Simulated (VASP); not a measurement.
Input of a VASP 6.6.1 run:

INCAR

```
PREC = Accurate ; ENCUT = 520
EDIFF = 1E-6 ; ISMEAR = 0
SIGMA = 0.05 ; LREAL = Auto
LASPH = T ; NELM = 100
ALGO = Normal ; ISIF = 2
LWAVE = F ; LCHARG = F
GGA = PE ; NBANDS = 141
```

Contents of KPOINTS:

```
Automatic mesh
0
Gamma
  2 2 2
```

POSCAR

```
AlN
1.0
    0.0000000000      6.5519810000      6.5519810000
    6.5519810000      0.0000000000      6.5519810000
    6.5519810000      6.5519810000      0.0000000000
Al N
27 27
Direct
    0.0000000000      0.0000000000      0.0000000000
    0.0000000000      0.0000000000      0.3333330000
    0.0000000000      0.0000000000      0.6666670000
    0.0000000000      0.3333330000      0.0000000000
    0.0000000000      0.3333330000      0.3333330000
    0.0000000000      0.3333330000      0.6666670000
    0.0000000000      0.6666670000      0.0000000000
    0.0000000000      0.6666670000      0.3333330000
    0.0000000000      0.6666670000      0.6666670000
    0.3333330000      0.0000000000      0.0000000000
    0.3333330000      0.0000000000      0.3333330000
    0.3333330000      0.0000000000      0.6666670000
    0.3333330000      0.3333330000      0.0000000000
    0.3333330000      0.3333330000      0.3333330000
    0.3333330000      0.3333330000      0.6666670000
    0.3333330000      0.6666670000      0.0000000000
    0.3333330000      0.6666670000      0.3333330000
    0.3333330000      0.6666670000      0.6666670000
    0.6666670000      0.0000000000      0.0000000000
    0.6666670000      0.0000000000      0.3333330000
    0.6666670000      0.0000000000      0.6666670000
    0.6666670000      0.3333330000      0.0000000000
    0.6666670000      0.3333330000      0.3333330000
    0.6666670000      0.3333330000      0.6666670000
    0.6666670000      0.6666670000      0.0000000000
    0.6666670000      0.6666670000      0.3333330000
    0.6666670000      0.6666670000      0.6666670000
    0.2500000000      0.2500000000      0.2500000000
    0.2500000000      0.2500000000      0.5833330000
    0.2500000000      0.2500000000      0.9166670000
    0.2500000000      0.5833330000      0.2500000000
    0.2500000000      0.5833330000      0.5833330000
    0.2500000000      0.5833330000      0.9166670000
    0.2500000000      0.9166670000      0.2500000000
    0.2500000000      0.9166670000      0.5833330000
    0.2500000000      0.9166670000      0.9166670000
    0.5833330000      0.2500000000      0.2500000000
    0.5833330000      0.2500000000      0.5833330000
    0.5833330000      0.2500000000      0.9166670000
    0.5833330000      0.5833330000      0.2500000000
    0.5833330000      0.5833330000      0.5833330000
    0.5833330000      0.5833330000      0.9166670000
    0.5833330000      0.9166670000      0.2500000000
    0.5833330000      0.9166670000      0.5833330000
    0.5833330000      0.9166670000      0.9166670000
    0.9166670000      0.2500000000      0.2500000000
    0.9166670000      0.2500000000      0.5833330000
    0.9166670000      0.2500000000      0.9166670000
    0.9166670000      0.5833330000      0.2500000000
    0.9166670000      0.5833330000      0.5833330000
    0.9166670000      0.5833330000      0.9166670000
    0.9166670000      0.9166670000      0.2500000000
    0.9166670000      0.9166670000      0.5833330000
    0.9166670000      0.9166670000      0.9166670000
```

Potentials or basis: VASP PAW PBE potentials, release 64 (Al, N).

Launch:

```sh
$ cat potpaw_PBE.64/Al/POTCAR potpaw_PBE.64/N/POTCAR > POTCAR
$ mpirun -np 1 vasp_std > vasp.out
```

**Question.** What does it give for the pressure?

**Answer.** 4.6 GPa.

**Question.** Predict the band gap on the k mesh.

**Answer.** 3.32 eV.

Caveat: the cell stands under pressure. A k mesh can miss the band edges.
